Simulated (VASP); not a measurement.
Wanted: the native input for a VASP 6.6.1 run.

```yaml
Task: single point
Functional: PBE
Potentials_or_basis: VASP PAW PBE potentials, release 64 (Ni)
Cutoff: 520 eV
k_mesh: 12 × 12 × 12
Occupations: fermi-dirac, width 0.1 eV
Spin: collinear spin, ferromagnetic start
Starting_moments: "[2.0] μB"
Dipole_correction: no
Further_INCAR_settings: ALGO = Normal; EDIFF = 1e-06; NBANDS = 15
```

The structure of Ni lies in POSCAR:

```
Ni
1.0
    0.0000000000      1.7855000000      1.7855000000
    1.7855000000      0.0000000000      1.7855000000
    1.7855000000      1.7855000000      0.0000000000
Ni
1
Direct
    0.0000000000      0.0000000000      0.0000000000
```

The input as run:

INCAR

```
SYSTEM = Ni
ALGO = Normal
EDIFF = 1E-6
ENCUT = 520
GGA = PE
ISIF = 2
ISMEAR = -1
ISPIN = 2
LASPH = .TRUE.
LCHARG = .FALSE.
LMAXMIX = 4
LORBIT = 11
LREAL = .FALSE.
LWAVE = .FALSE.
MAGMOM = 2
NBANDS = 15
NELM = 150
PREC = Accurate
SIGMA = 0.1
```

KPOINTS

```
k-points
0
G
  12 12 12
  0 0 0
```

Potentials or basis: VASP PAW PBE potentials, release 64 (Ni).

Launch:

```console
$ cat potpaw_PBE.64/Ni/POTCAR > POTCAR
$ mpirun -np 1 vasp_std > vasp.out
```

Results of the run:

| Quantity | Value |
| --- | --- |
| Pressure | -7.3 GPa |
| Net moment | 0.65 μB per cell |
| Site moments | Ni +0.67 μB |
| Valence electrons inside the program's atomic spheres | Ni 9.23 |

Run time: 23 s on 1 thread of AMD EPYC 9R14 (Zen 4), on a shared host, peak memory 0.1 GiB.
